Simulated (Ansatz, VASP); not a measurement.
# CdSe: VASP beside Ansatz

```
Cd Se
1.0
     0.00000    3.03850    3.03850
     3.03850    0.00000    3.03850
     3.03850    3.03850    0.00000
Cd Se
1 1
Direct
  0.00000 0.00000 0.00000
  0.25000 0.25000 0.25000
```

Alike in both runs: task single point; functional r2SCAN; k mesh 6 × 6 × 6; occupations gaussian, width 0.01 eV; no spin polarisation.

|  | VASP | Ansatz |
| --- | --- | --- |
| version | VASP 6.6.1 | Ansatz 0.2.0 |
| potentials or method | VASP PAW PBE potentials, release 64 (Cd, Se) | scalar-relativistic, plane waves, PAW |
| plane-wave cutoff (eV) | 520 | 500 |
| valence electrons in the cell | 18 | 36 |

```csv
,VASP,Ansatz,Ansatz less VASP
gap on the k mesh at the Fermi level (eV),1.09,1.10,+0.009
least direct gap on the mesh (eV),1.09,1.10,+0.009
```

VASP's potentials were made for PBE, not for r2SCAN. VASP's potentials hold 18 valence electrons a cell and Ansatz's 36, so a difference there can come from the potentials and not from the codes.
